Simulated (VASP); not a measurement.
Input of a VASP 6.6.1 run:

INCAR

```
PREC = Accurate
ENCUT = 520
EDIFF = 1E-6
ISMEAR = -1
SIGMA = 0.05
LREAL = False
LASPH = True
NELM = 80
ALGO = Normal
ISIF = 2
LWAVE = False
LCHARG = True
GGA = PE
LELF = True
LVHAR = True
NBANDS = 20
```

Contents of KPOINTS:

```
Automatic mesh
0
Gamma
  18 18 10
```

Contents of POSCAR:

```
Ga
1.0
    3.0408462604      0.0000000000      0.0000000000
   -1.5204231302      2.6334501105      0.0000000000
    0.0000000000      0.0000000000      4.9142798557
Ga
2
Direct
    0.3333333333      0.6666666667      0.2500000000
    0.6666666667      0.3333333333      0.7500000000
```

Potentials or basis: VASP PAW PBE potentials, release 64 (Ga_d).

Command:

```sh
$ cat potpaw_PBE.64/Ga_d/POTCAR > POTCAR
$ mpirun -np 1 vasp_std > vasp.out
```

**Question.** What does it give for the pressure?

**Answer.** -1.2 GPa.

**Question.** Predict the band gap on the k mesh.

**Answer.** Zero (bands 13 and 14 overlap by 7.25 eV).
